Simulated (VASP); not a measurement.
Runs of VASP 6.6.1 on B2F. The structure is that of space group P6/mmm (No. 191), or close to it. The cells are those of the table. 

| task | spin | cell | k mesh | cutoff (eV) | gap on the mesh (eV) | pressure (GPa) | moment (μB) | relaxed volume (Å³/atom) | largest force (eV/Å) |
| --- | --- | --- | --- | --- | --- | --- | --- | --- | --- |
| single point | collinear, ferromagnetic start | a = 2.569, b = 2.569, c = 4.909 Å, angles 90.0, 90.0, 120.0°, 3 atoms | 6 × 6 × 4 | 520 | none | 26.0 | 0.00 | - | 11.09 |
| relaxation of cell and atoms | off | relaxed from a = 2.184, b = 2.184, c = 5.150 Å, angles 90.0, 90.0, 120.0°, 3 atoms | 24 × 24 × 10 | 600 | none | 0.0 | - | 7.09 | - |
| single point | off | a = 2.184, b = 2.184, c = 5.150 Å, angles 90.0, 90.0, 120.0°, 3 atoms | 12 × 12 × 4 | 520 | none | (a) | - | - | 0.04 |
| relaxation of cell and atoms | off | relaxed from a = 2.569, b = 2.569, c = 4.909 Å, angles 90.0, 90.0, 120.0°, 3 atoms | 6 × 6 × 4 | 600 | none | -0.1 | - | 7.13 | - |
| single point | collinear, ferromagnetic start | a = 2.184, b = 2.184, c = 5.150 Å, angles 90.0, 90.0, 120.0°, 3 atoms | 12 × 12 × 4 | 520 | none | -0.3 | 0.00 | - | 0.04 |
| single point | off | a = 2.195, b = 2.195, c = 5.112 Å, angles 90.0, 90.0, 120.0°, 3 atoms | 24 × 24 × 10 | 520 | none | -0.1 | - | - | 0.04 |
| relaxation of cell and atoms | off | relaxed from a = 2.210, b = 2.210, c = 5.070 Å, angles 90.0, 90.0, 120.0°, 3 atoms | 12 × 12 × 4 | 600 | none | 0.2 | - | 7.06 | 0.01 |
| single point | off | a = 2.210, b = 2.210, c = 5.070 Å, angles 90.0, 90.0, 120.0°, 3 atoms | 6 × 6 × 4 | 520 | none | (b) | - | - | 0.04 |

Alike in all rows: level PBE; potentials or basis VASP PAW PBE potentials, release 64 (B, F); smearing gaussian 0.1 eV.

Q: Fill in the values left out.

A: (a) -0.2; (b) -0.4.

Caveats: some runs use coarse meshes; an odd number of electrons without spin polarisation forces a metal (some runs); a magnetic or distorted state may lie lower (some runs); forces of over 1 eV/Å act on the atoms, so gaps and moduli don't describe the material at rest (some runs); the volume moved by over 15 % at a fixed basis, so the end points are rough (some runs).

A gap of «none» marks levels without a gap at the run's occupations.
